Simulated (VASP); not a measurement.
# CuTe (P6_3mc) in VASP: a series of runs

Runs on CuTe. Level: LDA+U. Tasks: single point.

Program: VASP 6.6.1. These are calculated values, not measurements. Logs are shortened: lines on timing, memory, paths and dates and some standing lists are left out, and cuts for length are marked.

## Step 1: The cell of the first run

Symmetry: P6_3mc, No. 186, hexagonal system. Conventional cell: a = 4.477 Å, b = 4.477 Å, c = 7.332 Å, α = 90.00°, β = 90.00°, γ = 120.00°. Within 3.6 Å of Cu (site symmetry 3m) lie 4 Te at 2.74 to 2.75 Å. Within 3.6 Å of Te (site symmetry 3m) lie 4 Cu at 2.74 to 2.75 Å.

## Step 2: Single point, LDA+U, collinear spin

File INCAR:

```
PREC = Accurate
ENCUT = 600
EDIFF = 1E-6
ISMEAR = 0
SIGMA = 0.05
LREAL = False
LASPH = True
NELM = 200
ALGO = Normal
ISIF = 2
LWAVE = False
LCHARG = False
ISPIN = 2
MAGMOM = 1 1 0 0
LORBIT = 11
LMAXMIX = 4
LDAU = True
LDAUTYPE = 2
LDAUL = 2 -1
LDAUU = 6 0
LDAUJ = 0 0
LDAUPRINT = 1
NBANDS = 29
GGA_COMPAT = False
```

File KPOINTS:

```
Automatic mesh
0
Gamma
  5 5 3
```

File POSCAR:

```
CuTe
1.0
    4.4766529800      0.0000000000      0.0000000000
   -2.2383264900      3.8768952000      0.0000000000
    0.0000000000      0.0000000000      7.3317239900
Cu Te
2 2
Direct
    0.6666666667      0.3333333333      0.0000000000
    0.3333333333      0.6666666667      0.5000000000
    0.6666666667      0.3333333333      0.6252000000
    0.3333333333      0.6666666667      0.1252000000
```

Potentials or basis: VASP PAW LDA potentials, release 64 (Cu, Te).

Run with:

```sh
cat potpaw_LDA.64/Cu/POTCAR potpaw_LDA.64/Te/POTCAR > POTCAR
mpirun -np 1 vasp_std > vasp.out
```

OUTCAR:

```text
PREC = Accurate
   ENCUT = 600
   EDIFF = 1E-6
   ISMEAR = 0
   LREAL = False
   LASPH = True
   NELM = 200
   ISIF = 2
   ISPIN = 2
   LORBIT = 11

 ion  position               nearest neighbor table
   1  0.667  0.333  0.000-   4 2.74   4 2.74   4 2.74   3 2.75
   2  0.333  0.667  0.500-   3 2.74   3 2.74   3 2.74   4 2.75
   3  0.667  0.333  0.625-   2 2.74   2 2.74   2 2.74   1 2.75
   4  0.333  0.667  0.125-   1 2.74   1 2.74   1 2.74   2 2.75

  LATTYP: Found a hexagonal cell.
 ALAT       =     4.4766529800
 C/A-ratio  =     1.6377691152

  Lattice vectors:

 A1 = (   4.4766529800,   0.0000000000,   0.0000000000)
 A2 = (  -2.2383264900,   3.8768952000,   0.0000000000)
 A3 = (   0.0000000000,   0.0000000000,   7.3317239900)

Analysis of symmetry for initial positions (statically):
=====================================================================
 Subroutine PRICEL returns:
 Original cell was already a primitive cell.

 Routine SETGRP: Setting up the symmetry group for a
 hexagonal supercell.

 Subroutine GETGRP returns: Found 12 space group operations
 (whereof  6 operations were pure point group operations)
 out of a pool of 24 trial point group operations.

The static configuration has the point symmetry C_3v.
 The point group associated with its full space group is C_6v.

Analysis of symmetry for dynamics (positions and initial velocities):
=====================================================================
 Subroutine PRICEL returns:
 Original cell was already a primitive cell.

 Routine SETGRP: Setting up the symmetry group for a
 hexagonal supercell.

 Subroutine GETGRP returns: Found 12 space group operations
 (whereof  6 operations were pure point group operations)
 out of a pool of 24 trial point group operations.

The dynamic configuration has the point symmetry C_3v.
 The point group associated with its full space group is C_6v.

Analysis of structural, dynamic, and magnetic symmetry:
=====================================================================
 Subroutine PRICEL returns:
 Original cell was already a primitive cell.

 Routine SETGRP: Setting up the symmetry group for a
 hexagonal supercell.

 Subroutine GETGRP returns: Found 12 space group operations
 (whereof  6 operations were pure point group operations)
 out of a pool of 24 trial point group operations.

The overall configuration has the point symmetry C_3v.
 The point group associated with its full space group is C_6v.

 Subroutine INISYM returns: Found 12 space group operations
 (whereof  6 operations are pure point group operations),
 and found     1 'primitive' translations

----------------------------------------------------------------------------------------

                                     Primitive cell

  volume of cell :     127.2458

  direct lattice vectors                    reciprocal lattice vectors
     4.476652980  0.000000000  0.000000000     0.223381174  0.128969181  0.000000000
    -2.238326490  3.876895200  0.000000000     0.000000000  0.257938363  0.000000000
     0.000000000  0.000000000  7.331723990     0.000000000  0.000000000  0.136393569

  length of vectors
     4.476652980  4.476652976  7.331723990     0.257938362  0.257938363  0.136393569

  position of ions in fractional coordinates (direct lattice)
     0.666666667  0.333333333  0.000000000
     0.333333333  0.666666667  0.500000000
     0.666666667  0.333333333  0.625200000
     0.333333333  0.666666667  0.125200000
[... 132 lines left out ...]
  o =  0.9373  v =  0.0000  0.0000  0.0000  0.0000  0.0000  0.8382 -0.0000  0.0000  0.5454 -0.0000      0.0000  0.0000  0.0000  0.0000  0.0000  0.0000  0.0000  0.0000  0.0000  0.0000
  o =  0.9374  v =  0.0000 -0.5452  0.0000  0.0000 -0.8383  0.0000  0.0000  0.0000  0.0000  0.0000      0.0000  0.0000  0.0000  0.0000  0.0000  0.0000  0.0000  0.0000  0.0000  0.0000
  o =  0.9374  v = -0.8383  0.0000 -0.0000 -0.5452  0.0000  0.0000  0.0000  0.0000  0.0000  0.0000      0.0000  0.0000  0.0000  0.0000  0.0000  0.0000  0.0000  0.0000  0.0000  0.0000
  o =  0.9523  v =  0.0000  0.0000  0.0000  0.0000  0.0000  0.0000 -0.8382 -0.0000 -0.0000  0.5454      0.0000  0.0000  0.0000  0.0000  0.0000  0.0000  0.0000  0.0000  0.0000  0.0000
  o =  0.9523  v =  0.0000  0.0000  0.0000  0.0000  0.0000 -0.5454 -0.0000 -0.0000  0.8382  0.0000      0.0000  0.0000  0.0000  0.0000  0.0000  0.0000  0.0000  0.0000  0.0000  0.0000
  o =  0.9524  v =  0.0000 -0.8383 -0.0000  0.0000  0.5452  0.0000  0.0000  0.0000  0.0000  0.0000      0.0000  0.0000  0.0000  0.0000  0.0000  0.0000  0.0000  0.0000  0.0000  0.0000
  o =  0.9524  v =  0.5452  0.0000 -0.0000 -0.8383  0.0000  0.0000  0.0000  0.0000  0.0000  0.0000      0.0000  0.0000  0.0000  0.0000  0.0000  0.0000  0.0000  0.0000  0.0000  0.0000

atom =   2  type =  1  l = 2

 onsite density matrix

spin component  1

  0.9418 -0.0000  0.0000  0.0069 -0.0000
 -0.0000  0.9479 -0.0000 -0.0000  0.0069
  0.0000 -0.0000  0.9340 -0.0000 -0.0000
  0.0069 -0.0000 -0.0000  0.9479  0.0000
 -0.0000  0.0069 -0.0000  0.0000  0.9418

spin component  2

  0.9418 -0.0000  0.0000  0.0069  0.0000
 -0.0000  0.9479 -0.0000  0.0000  0.0069
  0.0000 -0.0000  0.9340 -0.0000 -0.0000
  0.0069  0.0000 -0.0000  0.9479  0.0000
  0.0000  0.0069 -0.0000  0.0000  0.9418

 occupancies and eigenvectors

  o =  0.9340  v =  0.0000  0.0000  0.0000  0.0000  0.0000  0.0000  0.0000 -1.0000 -0.0000 -0.0000      0.0000  0.0000  0.0000  0.0000  0.0000  0.0000  0.0000  0.0000  0.0000  0.0000
  o =  0.9340  v =  0.0000  0.0000 -1.0000 -0.0000 -0.0000  0.0000  0.0000  0.0000  0.0000  0.0000      0.0000  0.0000  0.0000  0.0000  0.0000  0.0000  0.0000  0.0000  0.0000  0.0000
  o =  0.9373  v =  0.0000  0.0000  0.0000  0.0000  0.0000  0.0000  0.5454  0.0000 -0.0000 -0.8382      0.0000  0.0000  0.0000  0.0000  0.0000  0.0000  0.0000  0.0000  0.0000  0.0000
  o =  0.9373  v =  0.0000  0.0000  0.0000  0.0000  0.0000  0.8382 -0.0000 -0.0000 -0.5454  0.0000      0.0000  0.0000  0.0000  0.0000  0.0000  0.0000  0.0000  0.0000  0.0000  0.0000
  o =  0.9374  v =  0.0000  0.5452  0.0000 -0.0000 -0.8383  0.0000  0.0000  0.0000  0.0000  0.0000      0.0000  0.0000  0.0000  0.0000  0.0000  0.0000  0.0000  0.0000  0.0000  0.0000
  o =  0.9374  v =  0.8383 -0.0000 -0.0000 -0.5452  0.0000  0.0000  0.0000  0.0000  0.0000  0.0000      0.0000  0.0000  0.0000  0.0000  0.0000  0.0000  0.0000  0.0000  0.0000  0.0000
  o =  0.9523  v =  0.0000  0.0000  0.0000  0.0000  0.0000 -0.0000  0.8382 -0.0000 -0.0000  0.5454      0.0000  0.0000  0.0000  0.0000  0.0000  0.0000  0.0000  0.0000  0.0000  0.0000
  o =  0.9523  v =  0.0000  0.0000  0.0000  0.0000  0.0000 -0.5454 -0.0000  0.0000 -0.8382 -0.0000      0.0000  0.0000  0.0000  0.0000  0.0000  0.0000  0.0000  0.0000  0.0000  0.0000
  o =  0.9524  v = -0.0000  0.8383 -0.0000 -0.0000  0.5452  0.0000  0.0000  0.0000  0.0000  0.0000      0.0000  0.0000  0.0000  0.0000  0.0000  0.0000  0.0000  0.0000  0.0000  0.0000
  o =  0.9524  v = -0.5452 -0.0000  0.0000 -0.8383 -0.0000  0.0000  0.0000  0.0000  0.0000  0.0000      0.0000  0.0000  0.0000  0.0000  0.0000  0.0000  0.0000  0.0000  0.0000  0.0000

 number of electron      34.0000014 magnetization       0.0017976

 Free energy of the ion-electron system (eV)
  ---------------------------------------------------
  ext. energy  EPLUGINS =         0.00000000
  ---------------------------------------------------
  free energy    TOTEN  =       -11.63325627 eV

  energy without entropy =      -11.62377131  energy(sigma->0) =      -11.62851379

 E-fermi :   2.0072     XC(G=0):  -8.7250

 val. band max:        1.9714017717   @ k =   0.2000   0.0000   0.3333
 cond. band min:       2.0477629223   @ k =   0.2000   0.2000   0.3333
 fundamental gap:      0.0763611506
 Fermi energy:         2.0071770732

 spin component 1

 k-point     1 :       0.0000    0.0000    0.0000
  band No.  band energies     occupation
      1      -8.6516      1.00000
      2      -8.0816      1.00000
      3      -1.3734      1.00000
      4      -1.2985      1.00000
      5      -1.2985      1.00000
      6      -1.2948      1.00000
[... 309 lines left out ...]
     28      11.8529      0.00000
     29      12.6346      0.00000
 Fermi energy:         2.0071770732

 spin component 2

 k-point     1 :       0.0000    0.0000    0.0000
  band No.  band energies     occupation
      1      -8.6513      1.00000
      2      -8.0813      1.00000
      3      -1.3731      1.00000
      4      -1.2981      1.00000
      5      -1.2981      1.00000
      6      -1.2945      1.00000
[... 309 lines left out ...]
     28      11.8531      0.00000
     29      12.6348      0.00000

------------------------ aborting loop because EDIFF is reached ----------------------------------------

  FORCE on cell =-STRESS in cart. coord.  units (eV):
  Direction    XX          YY          ZZ          XY          YZ          ZX
  --------------------------------------------------------------------------------------
  -------------------------------------------------------------------------------------
  Total       -7.5508665     -7.5508665     -7.9946177      0.0000000     -0.0000000      0.0000000
  in kB      -95.0744401    -95.0744399   -100.6617987      0.0000000     -0.0000000      0.0000000
  external PRESSURE =     -96.9368929 kB  Pullay stress =       0.0000000 kB

 VOLUME and BASIS-vectors are now :
 -----------------------------------------------------------------------------
  energy-cutoff  :      600.00
  volume of cell :      127.25
      direct lattice vectors                 reciprocal lattice vectors
     4.476652980  0.000000000  0.000000000     0.223381174  0.128969181  0.000000000
    -2.238326490  3.876895200  0.000000000     0.000000000  0.257938363  0.000000000
     0.000000000  0.000000000  7.331723990     0.000000000  0.000000000  0.136393569

 POSITION                                       TOTAL-FORCE (eV/Angst)
 -----------------------------------------------------------------------------------
      2.23833      1.29230      0.00000         0.000000     -0.000000      0.028064
     -0.00000      2.58460      3.66586        -0.000000      0.000000      0.028064
      2.23833      1.29230      4.58379        -0.000000      0.000000     -0.028064
     -0.00000      2.58460      0.91793        -0.000000      0.000000     -0.028064
 -----------------------------------------------------------------------------------
    total drift:                                0.000000      0.000000      0.000823

  FREE ENERGIE OF THE ION-ELECTRON SYSTEM (eV)
  ---------------------------------------------------
  free  energy   TOTEN  =       -11.6332562705 eV

  energy  without entropy=      -11.6237713074  energy(sigma->0) =      -11.62851379

 total charge

# of ion       s       p       d       tot
------------------------------------------
    1        0.345   0.207   9.405   9.957
    2        0.345   0.207   9.405   9.957
    3        1.383   1.877   0.024   3.284
    4        1.383   1.877   0.024   3.284
--------------------------------------------------
tot          3.454   4.169  18.858  26.482

 magnetization (x)

# of ion       s       p       d       tot
------------------------------------------
    1       -0.000   0.000   0.000   0.000
    2       -0.000   0.000   0.000   0.000
    3        0.000   0.000   0.000   0.000
    4        0.000   0.000   0.000   0.000
--------------------------------------------------
tot          0.000   0.001   0.000   0.001
```

Wall time 91 s (1 thread of AMD EPYC 7R43 (Zen 3), shared host); peak memory 0.23 GiB.

What came out:

| Item | Value |
| --- | --- |
| Free energy | -11.6333 eV |
| Pressure | -9.7 GPa |
| Largest force | 0.028 eV/Å |
| Band gap on the k mesh | zero (filled and empty bands overlap) |
| Net moment | 0.00 μB per cell |
| Valence electrons inside the program's atomic spheres | Cu 9.96; Te 3.28 |

Forces on the atoms (eV/Å):
```
Cu   0.000  0.000  0.028
Cu   0.000  0.000  0.028
Te   0.000  0.000 -0.028
Te   0.000  0.000 -0.028
```

Levels at points of the mesh, in eV from the Fermi level:
Spin up:
```
           k point  band 13  band 14  band 15  band 16  band 17  band 18  band 19  band 20  band 21  band 22
(0.00, 0.00, 0.00)    -2.71     0.19     0.19     0.86     0.92     0.92     2.40     3.07     5.88     5.88
```
Spin down:
| k point | band 14 | band 15 | band 16 | band 17 | band 18 | band 19 | band 20 | band 21 |
| --- | --- | --- | --- | --- | --- | --- | --- | --- |
| (0.00, 0.00, 0.00) | 0.19 | 0.19 | 0.86 | 0.92 | 0.92 | 2.40 | 3.07 | 5.88 |

Eigenvalues of the final occupation matrices:
| site | spin | trace | eigenvalues |
| --- | --- | --- | --- |
| site 1 d | 1 | 4.71 | 0.93 0.94 0.94 0.95 0.95 |
| site 1 d | 2 | 4.71 | 0.93 0.94 0.94 0.95 0.95 |
| site 2 d | 1 | 4.71 | 0.93 0.94 0.94 0.95 0.95 |
| site 2 d | 2 | 4.71 | 0.93 0.94 0.94 0.95 0.95 |

Caveat: the cell stands under tension; spin-orbit coupling is left out, which moves the levels of the heavy elements; the U is typed as a test and isn't derived for this compound.

## Step 3: Single point, LDA+U, collinear spin

File INCAR:

```
  PREC = Accurate
  ENCUT = 600
  EDIFF = 1E-6
  ISMEAR = 0
  SIGMA = 0.05
  LREAL = F
  LASPH = T
  NELM = 200
  ALGO = Normal
  ISIF = 2
  LWAVE = F
  LCHARG = F
  ISPIN = 2
  MAGMOM = 0.25 0.25 0 0
  LORBIT = 11
  NUPDOWN = 0.5
  LMAXMIX = 4
  LDAU = T
  LDAUTYPE = 2
  LDAUL = 2 -1
  LDAUU = 6 0
  LDAUJ = 0 0
  LDAUPRINT = 1
  GGA = CA
  NBANDS = 29
  GGA_COMPAT = F
```

KPOINTS is that of step 2.

POSCAR is that of step 2.

Potentials or basis: VASP PAW LDA potentials, release 64 (Cu, Te).

Run with:

```sh
cat potpaw_LDA.64/Cu/POTCAR potpaw_LDA.64/Te/POTCAR > POTCAR
mpirun -np 1 vasp_std > vasp.out
```

It took 68 s on 1 thread of AMD EPYC 7R43 (Zen 3), shared host; peak memory 0.23 GiB.

It converged, with:

| Item | Value |
| --- | --- |
| Free energy | -11.6274 eV |
| Pressure | -9.7 GPa |
| Largest force | 0.030 eV/Å |
| Net moment | 0.50 μB per cell |
| Site moments | Cu +0.05; Te +0.11 μB |
| Valence electrons inside the program's atomic spheres | Cu 9.96; Te 3.28 |

Forces on the atoms (eV/Å):
```
Cu   0.000  0.000 -0.030
Cu   0.000  0.000 -0.030
Te   0.000  0.000  0.030
Te   0.000  0.000  0.030
```

Stress tensor (GPa, compression positive):
```
-9.75  0.00  0.00
 0.00 -9.75  0.00
 0.00  0.00 -9.60
```

Eigenvalues of the final occupation matrices:
```
    site  spin  trace               eigenvalues
site 1 d     1   4.73  0.94 0.94 0.95 0.95 0.95
site 1 d     2   4.69  0.93 0.93 0.93 0.95 0.95
site 2 d     1   4.73  0.94 0.94 0.95 0.95 0.95
site 2 d     2   4.69  0.93 0.93 0.93 0.95 0.95
```

Caveat: the cell stands under tension; spin-orbit coupling is left out, which moves the levels of the heavy elements; the total moment is fixed, so each spin has its own Fermi level; the U is typed as a test and isn't derived for this compound.
